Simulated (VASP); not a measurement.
Set up this calculation in VASP 6.6.1, as the native input.

* Task: single point
* Functional: PBE
* Potentials or basis: VASP PAW PBE potentials, release 64 (Mo_sv)
* Cutoff: 520 eV
* k mesh: 20 × 20 × 20
* Occupations: gaussian, width 0.15 eV
* Spin: no spin polarisation
* Dipole correction: no
* Further INCAR settings: ALGO = Normal; EDIFF = 1e-06; NBANDS = 13

The structure of Mo lies in POSCAR:

```
Mo
1.0
   -1.6381344772      1.6381344772      1.4643893503
    1.6381344772     -1.6381344772      1.4643893503
    1.6381344772      1.6381344772     -1.4643893503
Mo
1
Direct
    0.0000000000      0.0000000000      0.0000000000
```

This cell differs from its parent crystal: strain +e along x and -e along y +0.0000, strain +e along z and -e/2 along x and y -0.0733.

The input as run:

INCAR

```
SYSTEM = Mo
PREC     = Accurate       ! precision mode
ENCUT    = 520            ! plane-wave cutoff, eV
EDIFF    = 1E-6           ! SCF threshold, eV
ISMEAR   = 0              ! smearing method
SIGMA    = 0.15           ! smearing width, eV
LREAL    = .False.        ! projectors in reciprocal space
LASPH    = .True.         ! aspherical terms in the spheres
NELM     = 60             ! most SCF steps
ALGO     = Normal         ! electronic algorithm
ISIF     = 2              ! what is computed and relaxed
LWAVE    = .False.        ! write WAVECAR
LCHARG   = .False.        ! write CHGCAR
GGA      = PE             ! functional
NBANDS   = 13             ! bands
```

KPOINTS

```
regular mesh
0
Gamma
  20 20 20
  0 0 0
```

Potentials or basis: VASP PAW PBE potentials, release 64 (Mo_sv).

Command:

```sh
$ cat potpaw_PBE.64/Mo_sv/POTCAR > POTCAR
$ mpirun -np 1 vasp_std > vasp.out
```

Results of the run:

```
Pressure               : 3.3 GPa
Band gap on the k mesh : zero (bands 7 and 8 overlap by 5.03 eV)
```

Caveat: the cell differs from its parent crystal (strain +e along x and -e along y +0.0000, strain +e along z and -e/2 along x and y -0.0733); the stress differs along the axes, from -7 to 24 GPa.

Run time: 71 s on 1 thread of Intel Xeon 8259CL, with other jobs on the host, peak memory 0.23 GiB.
